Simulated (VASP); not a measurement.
# TiPt5 (P4/mmm) in VASP: notebook

TiPt5 is run at these levels: PBE; tasks: single point.

All numbers are computed with VASP 6.6.1; they aren't measurements. Logs are shortened: lines on timing, memory, paths and dates and some standing lists are left out, and cuts for length are marked.

## 1. The cell of the first run

Symmetry: P4/mmm, No. 123, tetragonal system. Conventional cell: a = 5.102 Å, b = 5.102 Å, c = 3.641 Å, α = 90.00°, β = 90.00°, γ = 90.00°. Within 2.4 Å of Ti (site symmetry 4/mmm) lie 2 Pt at 1.82 Å. Within 2.4 Å of Pt (site symmetry m2m) lie 2 Pt at 1.80 Å. Within 2.4 Å of Pt (site symmetry 4/mmm) lie 2 Ti at 1.82 Å.

The cell was built from a structure type or drawn by symmetry, and may not be a known phase.

## 2. Single point, PBE

Input file INCAR:

```
SYSTEM = TiPt5
PREC = Accurate
ENCUT = 520
EDIFF = 1E-6
ISMEAR = 0
SIGMA = 0.1
LREAL = .FALSE.
LASPH = .TRUE.
NELM = 100
ALGO = Normal
ISIF = 2
LWAVE = .FALSE.
LCHARG = .FALSE.
GGA = PE
NBANDS = 40
```

Input file KPOINTS:

```
Automatic mesh
0
G
  4 4 6
  0 0 0
```

Input file POSCAR:

```
TiPt5
1.0
    5.1017518000      0.0000000000      0.0000000000
    0.0000000000      5.1017518000      0.0000000000
    0.0000000000      0.0000000000      3.6411117900
Ti Pt
1 5
Direct
    0.0000000000      0.0000000000      0.0000000000
    0.2505486500      0.5000000000      0.5000000000
    0.7494513500      0.5000000000      0.5000000000
    0.5000000000      0.2505486500      0.5000000000
    0.5000000000      0.7494513500      0.5000000000
    0.0000000000      0.0000000000      0.5000000000
```

Potentials or basis: VASP PAW PBE potentials, release 64 (Ti_sv, Pt).

On the command line:

```sh
$ cat potpaw_PBE.64/Ti_sv/POTCAR potpaw_PBE.64/Pt/POTCAR > POTCAR
$ mpirun -np 1 vasp_std > vasp.out
```

OUTCAR:

```text
SYSTEM = TiPt5
   PREC = Accurate
   ENCUT = 520
   EDIFF = 1E-6
   ISMEAR = 0
   LREAL = .FALSE.
   LASPH = .TRUE.
   NELM = 100
   ISIF = 2
   GGA = PE

 ion  position               nearest neighbor table
   1  0.000  0.000  0.000-   6 1.82   6 1.82
   2  0.251  0.500  0.500-   4 1.80   5 1.80   3 2.55   3 2.56   6 2.85   6 2.85
   3  0.749  0.500  0.500-   4 1.80   5 1.80   2 2.55   2 2.56   6 2.85   6 2.85
   4  0.500  0.251  0.500-   2 1.80   3 1.80   5 2.55   5 2.56   6 2.85   6 2.85
   5  0.500  0.749  0.500-   2 1.80   3 1.80   4 2.55   4 2.56   6 2.85   6 2.85
   6  0.000  0.000  0.500-   1 1.82   1 1.82   3 2.85   4 2.85   5 2.85   2 2.85   2 2.85   3 2.85
                             4 2.85   5 2.85

  LATTYP: Found a simple tetragonal cell.
 ALAT       =     5.1017518000
 C/A-ratio  =     0.7136983399

  Lattice vectors:

 A1 = (   5.1017518000,   0.0000000000,   0.0000000000)
 A2 = (   0.0000000000,   5.1017518000,   0.0000000000)
 A3 = (   0.0000000000,   0.0000000000,   3.6411117900)

Analysis of symmetry for initial positions (statically):
=====================================================================
 Subroutine PRICEL returns:
 Original cell was already a primitive cell.

 Routine SETGRP: Setting up the symmetry group for a
 simple tetragonal supercell.

 Subroutine GETGRP returns: Found 16 space group operations
 (whereof 16 operations were pure point group operations)
 out of a pool of 16 trial point group operations.

The static configuration has the point symmetry D_4h.

Analysis of symmetry for dynamics (positions and initial velocities):
=====================================================================
 Subroutine PRICEL returns:
 Original cell was already a primitive cell.

 Routine SETGRP: Setting up the symmetry group for a
 simple tetragonal supercell.

 Subroutine GETGRP returns: Found 16 space group operations
 (whereof 16 operations were pure point group operations)
 out of a pool of 16 trial point group operations.

The dynamic configuration has the point symmetry D_4h.

 Subroutine INISYM returns: Found 16 space group operations
 (whereof 16 operations are pure point group operations),
 and found     1 'primitive' translations

----------------------------------------------------------------------------------------

                                     Primitive cell

  volume of cell :      94.7704

  direct lattice vectors                    reciprocal lattice vectors
     5.101751800  0.000000000  0.000000000     0.196011103  0.000000000  0.000000000
     0.000000000  5.101751800  0.000000000     0.000000000  0.196011103  0.000000000
     0.000000000  0.000000000  3.641111790     0.000000000  0.000000000  0.274641389

  length of vectors
     5.101751800  5.101751800  3.641111790     0.196011103  0.196011103  0.274641389

  position of ions in fractional coordinates (direct lattice)
     0.000000000  0.000000000  0.000000000
     0.250548650  0.500000000  0.500000000
     0.749451350  0.500000000  0.500000000
     0.500000000  0.250548650  0.500000000
     0.500000000  0.749451350  0.500000000
     0.000000000  0.000000000  0.500000000

  ion indices of the primitive-cell ions
   primitive index   ion index
                 1           1
                 2           2
                 3           3
                 4           4
                 5           5
                 6           6

----------------------------------------------------------------------------------------

 KPOINTS: Automatic mesh

Automatic generation of k-mesh.
 Grid dimensions read from file:
 generate k-points for:    4    4    6

 Generating k-lattice:

  Cartesian coordinates                     Fractional coordinates (reciprocal lattice)
     0.049002776  0.000000000  0.000000000     0.250000000  0.000000000  0.000000000
     0.000000000  0.049002776  0.000000000     0.000000000  0.250000000  0.000000000
     0.000000000  0.000000000  0.045773565     0.000000000  0.000000000  0.166666667

  Length of vectors
     0.049002776  0.049002776  0.045773565

  Shift w.r.t. Gamma in fractional coordinates (k-lattice)
     0.000000000  0.000000000  0.000000000

 Subroutine IBZKPT returns following result:
 ===========================================

 Found     24 irreducible k-points:

 Following reciprocal coordinates:
            Coordinates               Weight
  0.000000  0.000000  0.000000      1.000000
  0.250000  0.000000  0.000000      4.000000
  0.500000  0.000000  0.000000      2.000000
  0.250000  0.250000  0.000000      4.000000
  0.500000  0.250000  0.000000      4.000000
  0.500000  0.500000  0.000000      1.000000
[... 16 lines left out ...]
  0.500000  0.250000  0.500000      4.000000
  0.500000  0.500000  0.500000      1.000000
   k-points           NKPTS =     24   k-points in BZ     NKDIM =     24   number of bands    NBANDS=     40
   number of dos      NEDOS =    301   number of ions     NIONS =      6
   total plane-waves  NPLWV =  44800
   dimension x,y,z NGX =    40 NGY =   40 NGZ =   28
   dimension x,y,z NGXF=    80 NGYF=   80 NGZF=   56
   ions per type =               1   5
   NGX,Y,Z   is equivalent  to a cutoff of  13.03, 13.03, 12.78 a.u.
   NGXF,Y,Z  is equivalent  to a cutoff of  26.07, 26.07, 25.57 a.u.
 SYSTEM =  TiPt5
   PREC   = accura    normal or accurate (medium, high low for compatibility)
   ISTART =      0    job   : 0-new  1-cont  2-samecut
   ICHARG =      2    charge: 1-file 2-atom 10-const
   ISPIN  =      1    spin polarized calculation?
   LNONCOLLINEAR =      F non collinear calculations
   LSORBIT =      F    spin-orbit coupling
   LASPH  =      T    aspherical Exc in radial PAW
   ENCUT  =  520.0 eV  38.22 Ry    6.18 a.u.   9.49  9.49  6.77*2*pi/ulx,y,z
   NELM   =    100;   NELMIN=  2; NELMDL= -5     # of ELM steps
   EDIFF  = 0.1E-05   stopping-criterion for ELM
   LREAL  =      F    real-space projection
   EDIFFG = 0.1E-04   stopping-criterion for IOM
   NSW    =      0    number of steps for IOM
   IBRION =     -1    ionic relax: 0-MD 1-quasi-New 2-CG
   NFREE  =      0    steps in history (QN), initial steepest desc. (CG)
   ISIF   =      2    stress and relaxation
   ISYM   =      2    0-nonsym 1-usesym 2-fastsym
   POTIM  = 0.5000    time-step for ionic-motion
   TEBEG  =    0.0;   TEEND  =   0.0 temperature during run
   PSTRESS=    0.0 pullay stress
   NELECT =      62.0000    total number of electrons
   NUPDOWN=      -1.0000    fix difference up-down
   EMIN   =  10.00;   EMAX   =-10.00  energy-range for DOS
   EFERMI =   0.00;   METHOD = LEGACY
   ISMEAR =     0;   SIGMA  =   0.10  broadening in eV -4-tet -1-fermi 0-gaus
   EFERMI_NEDOS =   21; number of points for ismear=-14 and -15
   IALGO  =     38    algorithm
   IMIX   =      4    mixing-type and parameters
     AMIX     =   0.40;   BMIX     =  1.00
     AMIX_MAG =   1.60;   BMIX_MAG =  1.00
  volume/ion in A,a.u.               =      15.80       106.59
  Fermi-wavevector in a.u.,A,eV,Ry     =   1.421176  2.685633 27.480244  2.019741
  Thomas-Fermi vector in A             =   2.542013
   LORBIT       =      0    0 simple, 1 ext, 2 COOP (PROOUT), +10 PAW based schemes
   GGA     = PE    functional components
   LHFCALC =     F    Hartree Fock is set to
   AEXX    =    0.0000 exact exchange contribution
   IVDW    =     0    specifies the selected vdW correction
   LEPSILON=     F    determine dielectric tensor
   LRPA    =     F    only Hartree local field effects (RPA)
 non-spin polarized calculation
 Gauss-broadening in eV      SIGMA  =   0.10
  energy-cutoff  :      520.00
  volume of cell :       94.77
 maximum number of plane-waves:      2590
 NGX is ok and might be reduce to    40
   NGX = 19   NGY = 19   NGZ = 13

 number of electron      61.9999994 magnetization

 Free energy of the ion-electron system (eV)
  ---------------------------------------------------
  ext. energy  EPLUGINS =         0.00000000
  ---------------------------------------------------
  free energy    TOTEN  =         9.64164933 eV

  energy without entropy =        9.66608305  energy(sigma->0) =        9.65386619

 E-fermi :  11.7110     XC(G=0): -12.4046

 val. band max:       11.7000292223   @ k =   0.5000   0.0000   0.1667
 cond. band min:      11.7249776761   @ k =   0.2500   0.2500   0.0000
 fundamental gap:      0.0249484539
 Fermi energy:        11.7109702681

 k-point     1 :       0.0000    0.0000    0.0000
  band No.  band energies     occupation
      1     -46.3554      2.00000
      2     -22.8225      2.00000
      3     -22.2562      2.00000
      4     -22.2562      2.00000
      5      -3.5448      2.00000
      6      -0.1500      2.00000
[... 32 lines left out ...]
     39      17.0144      0.00000
     40      17.0901      0.00000

 k-point     2 :       0.2500    0.0000    0.0000
  band No.  band energies     occupation
      1     -46.3554      2.00000
      2     -22.8225      2.00000
      3     -22.2566      2.00000
      4     -22.2562      2.00000
      5      -3.3102      2.00000
      6      -0.4021      2.00000
[... 32 lines left out ...]
     39      16.7738      0.00000
     40      17.0170      0.00000

 k-point     3 :       0.5000    0.0000    0.0000
  band No.  band energies     occupation
      1     -46.3554      2.00000
      2     -22.8225      2.00000
      3     -22.2569      2.00000
      4     -22.2562      2.00000
      5      -3.0435      2.00000
      6      -0.5951      2.00000
[... 32 lines left out ...]
     39      16.9827      0.00000
     40      17.0145      0.00000

 k-point     4 :       0.2500    0.2500    0.0000
  band No.  band energies     occupation
      1     -46.3554      2.00000
      2     -22.8225      2.00000
      3     -22.2565      2.00000
      4     -22.2565      2.00000
      5      -3.0913      2.00000
      6      -0.7939      2.00000
[... 32 lines left out ...]
     39      17.0127      0.00000
     40      17.0551      0.00000
[... 772 lines left out ...]
     39      14.7065      0.00000
     40      15.2000      0.00000

 k-point    23 :       0.5000    0.2500    0.5000
  band No.  band energies     occupation
      1     -45.8832      2.00000
      2     -24.4845      2.00000
      3     -22.3677      2.00000
      4     -22.3676      2.00000
      5      -2.8238      2.00000
      6      -1.0214      2.00000
[... 32 lines left out ...]
     39      13.9324      0.00000
     40      14.6407      0.00000

 k-point    24 :       0.5000    0.5000    0.5000
  band No.  band energies     occupation
      1     -45.8832      2.00000
      2     -24.4845      2.00000
      3     -22.3677      2.00000
      4     -22.3677      2.00000
      5      -2.6185      2.00000
      6      -1.3384      2.00000
[... 32 lines left out ...]
     39      13.7859      0.00000
     40      14.5989      0.00000

------------------------ aborting loop because EDIFF is reached ----------------------------------------

  FORCE on cell =-STRESS in cart. coord.  units (eV):
  Direction    XX          YY          ZZ          XY          YZ          ZX
  --------------------------------------------------------------------------------------
  -------------------------------------------------------------------------------------
  Total      156.4977159    156.4977159     78.8753592      0.0000000      0.0000000      0.0000000
  in kB     2645.7324268   2645.7324268   1333.4577718      0.0000000      0.0000000      0.0000000
  external PRESSURE =    2208.3075418 kB  Pullay stress =       0.0000000 kB

 VOLUME and BASIS-vectors are now :
 -----------------------------------------------------------------------------
  energy-cutoff  :      520.00
  volume of cell :       94.77
      direct lattice vectors                 reciprocal lattice vectors
     5.101751800  0.000000000  0.000000000     0.196011103  0.000000000  0.000000000
     0.000000000  5.101751800  0.000000000     0.000000000  0.196011103  0.000000000
     0.000000000  0.000000000  3.641111790     0.000000000  0.000000000  0.274641389

 POSITION                                       TOTAL-FORCE (eV/Angst)
 -----------------------------------------------------------------------------------
      0.00000      0.00000      0.00000         0.000000      0.000000      0.000000
      1.27824      2.55088      1.82056       -53.261983      0.000000      0.000000
      3.82351      2.55088      1.82056        53.261983     -0.000000     -0.000000
      2.55088      1.27824      1.82056         0.000000    -53.261983     -0.000000
      2.55088      3.82351      1.82056         0.000000     53.261983      0.000000
      0.00000      0.00000      1.82056         0.000000      0.000000      0.000000
 -----------------------------------------------------------------------------------
    total drift:                               -0.000000     -0.000000      0.000000

  FREE ENERGIE OF THE ION-ELECTRON SYSTEM (eV)
  ---------------------------------------------------
  free  energy   TOTEN  =         9.6416493331 eV

  energy  without entropy=        9.6660830507  energy(sigma->0) =        9.65386619
```

It took 61 s on 1 thread of Intel Xeon 6975P-C (Granite Rapids), shared host; peak memory 0.24 GiB.

Results:

| Item | Value |
| --- | --- |
| Free energy | 9.6416 eV |
| Pressure | 220.8 GPa |
| Largest force | 53.262 eV/Å |
| Band gap on the k mesh | zero (bands 31 and 32 overlap by 0.94 eV) |

Forces on the atoms (eV/Å):
```
Ti    0.000   0.000   0.000
Pt  -53.262   0.000   0.000
Pt   53.262   0.000   0.000
Pt    0.000 -53.262   0.000
Pt    0.000  53.262   0.000
Pt    0.000   0.000   0.000
```

Levels at points of the mesh, in eV from the Fermi level:
```
           k point  band 28  band 29  band 30  band 31  band 32  band 33  band 34  band 35
(0.00, 0.00, 0.00)    -1.71    -1.47    -0.31    -0.31     0.25     0.79     1.19     2.33
(0.50, 0.00, 0.00)    -1.47    -1.13    -0.97     0.02     0.94     1.03     1.97     2.19
(0.50, 0.50, 0.00)    -2.87    -1.89    -0.28     0.34     0.55     1.08     1.09     2.56
(0.00, 0.00, 0.50)    -2.10    -1.84    -1.84    -1.11     0.14     0.17     0.58     0.83
(0.50, 0.00, 0.50)    -1.52    -1.28    -1.10    -0.16    -0.15    -0.08     0.08     0.25
(0.50, 0.50, 0.50)    -1.51    -1.19    -0.93    -0.39    -0.33     0.13     0.19     0.19
```

Caveat: atoms lie so close that the PAW spheres overlap strongly, which falsifies energies and pressures; the cell stands under pressure; spin-orbit coupling is left out, which moves the levels of the heavy elements; forces of over 1 eV/Å act on the atoms, so gaps and moduli don't describe the material at rest.

## 3. Single point, PBE

This run uses another cell than the first one, of 26.29 Å³/atom.

Input file INCAR:

```
PREC     = Accurate       # precision mode
ENCUT    = 520            # plane-wave cutoff, eV
EDIFF    = 1E-6           # SCF threshold, eV
ISMEAR   = 0              # smearing method
SIGMA    = 0.1            # smearing width, eV
LREAL    = F              # projectors in reciprocal space
LASPH    = T              # aspherical terms in the spheres
NELM     = 100            # most SCF steps
ALGO     = Fast           # electronic algorithm
ISIF     = 2              # what is computed and relaxed
LWAVE    = F              # write WAVECAR
LCHARG   = T              # write CHGCAR
GGA      = PE             # functional
LELF     = T              # ELF
LVHAR    = T            
NBANDS   = 40             # bands
```

Input file KPOINTS:

```
regular mesh
0
Gamma
  4 4 6
```

Input file POSCAR:

```
TiPt5
1.0
    5.8296847918      0.0000000000      0.0000000000
    0.0000000000      5.8296847918      0.0000000000
    0.0000000000      0.0000000000      4.6419823331
Ti Pt
1 5
Direct
    0.0000000000      0.0000000000      0.0000000000
    0.2059460758      0.5000000000      0.5000000000
    0.7940539242      0.5000000000      0.5000000000
    0.5000000000      0.2059460758      0.5000000000
    0.5000000000      0.7940539242      0.5000000000
    0.0000000000      0.0000000000      0.5000000000
```

Potentials or basis: VASP PAW PBE potentials, release 64 (Ti_sv, Pt).

On the command line:

```sh
$ cat potpaw_PBE.64/Ti_sv/POTCAR potpaw_PBE.64/Pt/POTCAR > POTCAR
$ mpirun -np 1 vasp_std > vasp.out
```

Wall time 2.1 min (1 thread of Intel Xeon 6975P-C (Granite Rapids), shared host); peak memory 0.35 GiB.

Results (log left out):

- Free energy: -32.1280 eV
- Pressure: -0.3 GPa
- Largest force: 0.013 eV/Å
- Band gap on the k mesh: zero (bands 31 and 32 overlap by 0.54 eV)

Forces in eV/Å, atoms in the order of the input:
```
Ti   0.000  0.000  0.000
Pt  -0.013  0.000  0.000
Pt   0.013  0.000  0.000
Pt   0.000 -0.013  0.000
Pt   0.000  0.013  0.000
Pt   0.000  0.000  0.000
```

Stress tensor (GPa, compression positive):
```
-0.63  0.00  0.00
 0.00 -0.63  0.00
 0.00  0.00  0.28
```

Levels at points of the mesh, in eV from the Fermi level:
```tsv
k point	band 27	band 28	band 29	band 30	band 31	band 32	band 33	band 34	band 35	band 36
(0.00, 0.00, 0.00)	-0.40	-0.40	-0.36	-0.30	0.20	0.30	0.90	0.90	1.37	1.39
(0.50, 0.00, 0.00)	-0.87	-0.83	-0.80	-0.61	-0.29	0.24	0.29	0.92	1.33	1.67
(0.50, 0.50, 0.00)	-1.05	-1.05	-0.96	-0.78	-0.68	0.23	0.32	0.35	0.71	1.19
(0.00, 0.00, 0.50)	-0.98	-0.43	-0.43	-0.38	-0.34	-0.34	-0.27	0.05	0.14	0.22
(0.50, 0.00, 0.50)	-0.88	-0.81	-0.64	-0.64	-0.42	-0.31	-0.17	-0.04	0.05	0.18
(0.50, 0.50, 0.50)	-1.20	-1.18	-1.14	-0.77	-0.51	-0.33	-0.10	0.34	0.57	0.57
```

Caveat: spin-orbit coupling is left out, which moves the levels of the heavy elements.
